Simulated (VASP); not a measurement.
**Nb: relaxation of cell and atoms with PBEsol**

Nb:

```xyz
1
Lattice="-1.6640 1.6640 1.6640 1.6640 -1.6640 1.6640 1.6640 1.6640 -1.6640" Properties=species:S:1:pos:R:3 pbc="T T T"
Nb    0.0000    0.0000    0.0000
```

| Property | Result |
| --- | --- |
| Program | VASP 6.6.1 |
| Task | relaxation of cell and atoms |
| Functional | PBEsol |
| Potentials or basis | VASP PAW PBE potentials, release 64 (Nb_sv) |
| Cutoff | 600 eV |
| k mesh | 16 × 16 × 16 |
| Occupations | methfessel-paxton, width 0.1 eV |
| Spin | no spin polarisation |
| Target pressure | 5 GPa |
| Dipole correction | no |
| Further INCAR settings | ALGO = Normal; EDIFF = 1e-07; IBRION = 2; EDIFFG = -0.01; NSW = 80; ISIF = 3 |

```yaml
Relaxed_volume: 17.02 Å³/atom
Relaxed_cell: a = 2.807 Å, b = 2.807 Å, c = 2.807 Å, α = 109.47°, β = 109.47°, γ = 109.47°
Space_group_after_relaxing_to_0.1_Å: Im-3m (No. 229)
Energy_change_on_relaxing_the_run_minimises_the_enthalpy: -21.7 meV/atom
Ionic_steps: 7
Pressure_after_relaxing: 5.0 GPa
Band_gap_on_the_k_mesh: zero (an odd number of electrons rules out a gap without spin polarisation)
```

Step by step:
```tsv
step	energy change (eV)	largest force (eV/Å)	pressure (GPa)	volume (Å³)
1	0.0000	0.0000	-8.94	18.43
2	0.3723	0.0000	49.19	14.47
3	-0.0243	0.0000	3.84	17.11
4	-0.0221	0.0000	4.85	17.03
5	-0.0212	0.0000	5.19	17.00
6	-0.0226	0.0000	4.65	17.05
7	-0.0217	0.0000	5.01	17.02
```

Final structure:
```
Nb
1.0
    -1.62040    1.62040    1.62040
     1.62040   -1.62040    1.62040
     1.62040    1.62040   -1.62040
Nb
1
Direct
  0.00000 0.00000 0.00000
```

Levels at points of the mesh, in eV from the Fermi level:
| k point | band 3 | band 4 | band 5 | band 6 | band 7 | band 8 | band 9 | band 10 |
| --- | --- | --- | --- | --- | --- | --- | --- | --- |
| (0.00, 0.00, 0.00) | -29.38 | -29.38 | -6.06 | 0.36 | 0.36 | 0.36 | 3.46 | 3.46 |
| (0.50, 0.00, 0.00) | -29.89 | -29.40 | -3.97 | -1.83 | 2.59 | 3.53 | 4.26 | 6.90 |
| (0.50, 0.50, 0.50) | -30.48 | -30.48 | -4.07 | -4.07 | 6.05 | 6.05 | 6.05 | 9.56 |

Run time: 3.6 min on 1 thread of Intel Xeon 8259CL (shared host), peak memory 0.17 GiB.

Caveat: the cell is relaxed towards a set pressure, so the run minimises the enthalpy, not the energy; the PAW data sets were made with another functional, which shifts forces and pressure a little.
